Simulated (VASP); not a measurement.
The system is Mg2ZnO3.

```xyz
6
Lattice="3.0330 0.0000 0.0000 -1.5165 2.6267 0.0000 0.0000 0.0000 7.4033" Properties=species:S:1:pos:R:3 pbc="T T T"
Mg    0.0000    1.7511    4.9291
Mg    1.5165    0.8756    2.4742
Zn    0.0000    0.0000    0.0000
O     0.0000    1.7511    1.2780
O     1.5165    0.8756    6.1254
O     0.0000    0.0000    3.7017
```

Base run:

| Property | Result |
| --- | --- |
| Program | VASP 6.6.1 |
| Functional | PBEsol |
| Potentials or basis | VASP PAW PBE potentials, release 64 (Mg, Zn, O) |
| Cutoff | 520 eV |
| k mesh | 12 × 12 × 4 |
| Occupations | gaussian, width 0.01 eV |
| Spin | no spin polarisation |
| Hubbard terms | Zn d U = 3.0 eV |

Its results: band gap on the k mesh 2.97 eV (least direct gap 3.08 eV); pressure -7.7 GPa; largest force 0.331 eV/Å.

**Question.** The run is repeated on the same cell with these changes: hubbard terms from Zn d U = 3.0 eV to Zn d U = 1.0 eV. What comes out?

**Answer.** Band gap on the k mesh 2.85 eV (least direct gap 2.95 eV); pressure -6.4 GPa; largest force 0.175 eV/Å.

Caveats: the cell stands under tension; the PAW data sets were made with another functional, which shifts forces and pressure a little.

A k mesh can miss the band edges.
